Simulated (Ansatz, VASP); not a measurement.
## One calculation of NaLa, two programs

INCAR

```
SYSTEM = NaLa
PREC     = Accurate       ! precision mode
ENCUT    = 520            ! plane-wave cutoff, eV
EDIFF    = 1E-6           ! SCF threshold, eV
ISMEAR   = 0              ! smearing method
SIGMA    = 0.05           ! smearing width, eV
LREAL    = .False.        ! projectors in reciprocal space
LASPH    = .True.         ! aspherical terms in the spheres
NELM     = 60             ! most SCF steps
ALGO     = Normal         ! electronic algorithm
ISIF     = 2              ! what is computed and relaxed
LWAVE    = .False.        ! write WAVECAR
LCHARG   = .False.        ! write CHGCAR
GGA      = CA             ! functional
NBANDS   = 16             ! bands
```

Contents of KPOINTS:

```
regular mesh
0
Gamma
  9 9 4
  0 0 0
```

The input POSCAR:

```
NaLa
1.0
    3.6999612433      0.0000000000      0.0000000000
   -1.8499806216      3.2042604297      0.0000000000
    0.0000000000      0.0000000000      6.6522667581
La Na
1 1
Direct
    0.3333333333      0.6666666667      0.5000000000
    0.0000000000      0.0000000000      0.0000000000
```

File input.yaml:

```yaml
crystal:
  lattice:
    - [3.6999612433, 0.0, 0.0]
    - [-1.8499806216, 3.2042604297, 0.0]
    - [0.0, 0.0, 6.6522667581]
  atoms:
    - { symbol: La, position: [0.3333333333, 0.6666666667, 0.5] }
    - { symbol: Na, position: [0.0, 0.0, 0.0] }
kpoints:
  mp_grid: { grid: [9, 9, 4] }
scf:
  occupations: { method: gaussian, width: 0.05 }
hamiltonian:
  xc: lda
  pseudopotentials: { kind: all_electron, lapw: { basis_error: 0.001 } }
output:
  forces: true
  stress: true
  eigenvalues: true
```

Alike in both runs: task single point; functional LDA; k mesh 9 × 9 × 4; occupations gaussian, width 0.05 eV; no spin polarisation.

|  | VASP | Ansatz |
| --- | --- | --- |
| version | VASP 6.6.1 | Ansatz 0.2.0 |
| potentials or method | VASP PAW LDA potentials, release 64 (La, Na_pv), cutoff 520 eV | all-electron LAPW, scalar-relativistic |

Ansatz gave:

- gap on the k mesh at the Fermi level (eV): none
- pressure (GPa): -2.9
- traceless stress, the component that is largest in VASP (GPa): 0.60

Question: Which values does VASP return?

Answer: gap on the k mesh at the Fermi level (eV): none; pressure (GPa): -3.0; traceless stress, the component that is largest in VASP (GPa): 0.63.

LDA's correlation is that of Perdew and Zunger in VASP and of Perdew and Wang (1992) in Ansatz. A gap of «none» marks a metal or a gap that the smearing closes. Ansatz ran all-electron here, and VASP with PAW potentials.

Neither program's run includes spin-orbit coupling.
